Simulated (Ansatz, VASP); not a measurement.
# Li2S in VASP and in Ansatz

```
CELL_PARAMETERS angstrom
0.00000 2.84529 2.84529
2.84529 0.00000 2.84529
2.84529 2.84529 0.00000
ATOMIC_POSITIONS crystal
S 0.00000 0.00000 0.00000
Li 0.25000 0.25000 0.25000
Li 0.75000 0.75000 0.75000
```

Alike in both runs: task single point; functional PBE-based screened hybrid; k mesh 4 × 4 × 4; no spin polarisation.

```csv
,VASP,Ansatz
version,VASP 6.6.1,Ansatz 0.2.0
potentials or method,"VASP PAW PBE potentials, release 64 (S, Li_sv)",plane waves
plane-wave cutoff (eV),650,420
occupations,"gaussian, width 0.01 eV",fixed
valence electrons in the cell,12,12
```

```tsv
	VASP	Ansatz	Ansatz less VASP
gap on the k mesh at the Fermi level (eV)	3.89	3.89	-0.003
pressure (GPa)	-0.1	0.1	+0.20
```

VASP's potentials were made for PBE, not for PBE-based screened hybrid. Ansatz's warnings: stress exchange threshold loose, stress scf threshold loose.

The k mesh is coarse, so the values compare programs but aren't converged.
